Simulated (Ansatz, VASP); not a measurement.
# Hg in VASP and in Ansatz

INCAR

```
PREC = Accurate
ENCUT = 520
EDIFF = 1E-6
ISMEAR = 0
SIGMA = 0.1
LREAL = False
LASPH = True
NELM = 60
ALGO = Fast
ISIF = 2
LWAVE = False
LCHARG = False
GGA = PS
NBANDS = 19
```

KPOINTS

```
regular mesh
0
Gamma
  16 16 16
```

Contents of POSCAR:

```
Hg
1.0
   -3.0793473864      3.0793473864      1.6056705067
    3.0793473864     -3.0793473864      1.6056705067
    3.0793473864      3.0793473864     -1.6056705067
Hg
2
Direct
    0.7500000000      0.2500000000      0.5000000000
    0.0000000000      0.0000000000      0.0000000000
```

Input for Ansatz:

```yaml
crystal:
  lattice:
    - [-3.0793473864, 3.0793473864, 1.6056705067]
    - [3.0793473864, -3.0793473864, 1.6056705067]
    - [3.0793473864, 3.0793473864, -1.6056705067]
  atoms:
    - { symbol: Hg, position: [0.75, 0.25, 0.5] }
    - { symbol: Hg, position: [0.0, 0.0, 0.0] }
basis:
  ecutwfc: 420
kpoints:
  mp_grid: { grid: [16, 16, 16] }
hamiltonian:
  xc: pbesol
scf:
  occupations: { method: gaussian, width: 0.1 }
output:
  forces: true
  stress: true
  eigenvalues: true
```

Alike in both runs: task single point; functional PBEsol; k mesh 16 × 16 × 16; occupations gaussian, width 0.1 eV; no spin polarisation.

|  | VASP | Ansatz |
| --- | --- | --- |
| version | VASP 6.6.1 | Ansatz 0.2.0 |
| potentials or method | VASP PAW PBE potentials, release 64 (Hg), cutoff 520 eV | scalar-relativistic, plane waves, PAW |
| valence electrons in the cell | 24 | 40 |

|  | VASP | Ansatz | Ansatz less VASP |
| --- | --- | --- | --- |
| gap on the k mesh at the Fermi level (eV) | none | none | - |
| pressure (GPa) | -3.5 | -3.6 | -0.14 |
| traceless stress, the component that is largest in VASP (GPa) | -0.06 | -0.07 | -0.009 |

VASP's potentials were made for PBE, not for PBEsol. A gap of «none» marks a metal or a gap that the smearing closes. VASP's potentials hold 24 valence electrons a cell and Ansatz's 40, so a difference there can come from the potentials and not from the codes.

Spin-orbit coupling is off throughout.
